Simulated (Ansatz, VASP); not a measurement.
## Ga2BAs3: VASP beside Ansatz

INCAR

```
PREC = Accurate
ENCUT = 520
EDIFF = 1E-6
ISMEAR = 0
SIGMA = 0.1
LREAL = F
LASPH = T
NELM = 80
ALGO = Normal
ISIF = 2
LWAVE = F
LCHARG = F
GGA = PE
NBANDS = 31
```

Contents of KPOINTS:

```
Automatic mesh
0
Gamma
  6 6 2
```

File POSCAR:

```
Ga2BAs3
1.0
    3.8002830400      0.0000000000      0.0000000000
   -1.9001415200      3.2911416500      0.0000000000
    0.0000000000      0.0000000000      9.3087543200
Ga B As
2 1 3
Direct
    0.0000000000      0.0000000000      0.0000000000
    0.6666666700      0.3333333300      0.3333333300
    0.3333333300      0.6666666700      0.6666666700
    0.0000000000      0.0000000000      0.7500000000
    0.3333333300      0.6666666700      0.4166666700
    0.6666666700      0.3333333300      0.0833333300
```

Input for Ansatz:

```yaml
crystal:
  lattice:
    - [3.80028304, 0.0, 0.0]
    - [-1.90014152, 3.29114165, 0.0]
    - [0.0, 0.0, 9.30875432]
  atoms:
    - { symbol: Ga, position: [0.0, 0.0, 0.0] }
    - { symbol: Ga, position: [0.66666667, 0.33333333, 0.33333333] }
    - { symbol: B, position: [0.33333333, 0.66666667, 0.66666667] }
    - { symbol: As, position: [0.0, 0.0, 0.75] }
    - { symbol: As, position: [0.33333333, 0.66666667, 0.41666667] }
    - { symbol: As, position: [0.66666667, 0.33333333, 0.08333333] }
basis:
  ecutwfc: 420
kpoints:
  mp_grid: { grid: [6, 6, 2] }
hamiltonian:
  xc: pbe
scf:
  occupations: { method: gaussian, width: 0.1 }
  lower_state_search: "off"
output:
  forces: true
  stress: true
  eigenvalues: true
```

Alike in both runs: task single point; functional PBE; k mesh 6 × 6 × 2; occupations gaussian, width 0.1 eV; no spin polarisation.

```csv
,VASP,Ansatz
version,VASP 6.6.1,Ansatz 0.2.0
potentials or method,"VASP PAW PBE potentials, release 64 (Ga_d, B, As), cutoff 520 eV","scalar-relativistic, plane waves, PAW"
valence electrons in the cell,44,74
```

|  | VASP | Ansatz | Ansatz less VASP |
| --- | --- | --- | --- |
| gap on the k mesh at the Fermi level (eV) | 0.76 | 0.75 | -0.007 |
| least direct gap on the mesh (eV) | 0.76 | 0.75 | -0.007 |
| pressure (GPa) | 6.1 | 5.8 | -0.22 |
| traceless stress, the component that is largest in VASP (GPa) | -0.31 | -0.30 | +0.008 |
| rms of the force components (eV/Å) | 0.933 | 0.929 | -0.0034 |

Atom by atom the forces differ by 0.004 eV/Å (rms over components). VASP's potentials hold 44 valence electrons a cell and Ansatz's 74, so a difference there can come from the potentials and not from the codes.
